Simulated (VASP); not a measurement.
The system is CdPbS2.

```
CELL_PARAMETERS angstrom
4.09158 0.00000 0.00000
0.00000 4.09158 0.00000
0.00000 0.00000 5.79443
ATOMIC_POSITIONS crystal
Cd 0.00000 0.00000 0.00000
Pb 0.50000 0.50000 0.50000
S 0.00000 0.00000 0.50000
S 0.50000 0.50000 0.00000
```

* Program: VASP 6.6.1
* Task: relaxation of volume and atoms at fixed shape
* Functional: LDA
* Potentials or basis: VASP PAW LDA potentials, release 64 (Cd, Pb_d, S)
* Cutoff: 600 eV
* k mesh: 6 × 6 × 4
* Occupations: fermi-dirac, width 0.02 eV
* Spin: no spin polarisation

At the start: pressure -5.4 GPa; volume 24.25 Å³/atom.

Q: How do energy, volume and symmetry change on relaxing?

A: Over 3 steps the energy falls by 38.9 meV/atom and the volume is 22.14 Å³/atom (-8.7 %); space group P4/mmm (No. 123, to 0.1 Å) before and after.

Step by step:
```csv
step,energy change (eV),largest force (eV/Å),pressure (GPa),volume (Å³)
1,0.0000,0.0000,-5.43,97.00
2,-0.1362,0.0000,2.41,85.91
3,-0.1555,0.0000,0.03,88.56
```

Final structure:
```cif
data_structure
_symmetry_space_group_name_H-M 'P 1'
_symmetry_Int_Tables_number 1
_cell_length_a 3.9693
_cell_length_b 3.9693
_cell_length_c 5.6212
_cell_angle_alpha 90.000
_cell_angle_beta 90.000
_cell_angle_gamma 90.000
_cell_volume 88.56
loop_
_atom_site_label
_atom_site_type_symbol
_atom_site_fract_x
_atom_site_fract_y
_atom_site_fract_z
_atom_site_occupancy
Cd1 Cd 0.00000 0.00000 0.00000 1
Pb1 Pb 0.50000 0.50000 0.50000 1
S1 S 0.00000 0.00000 0.50000 1
S2 S 0.50000 0.50000 0.00000 1
```
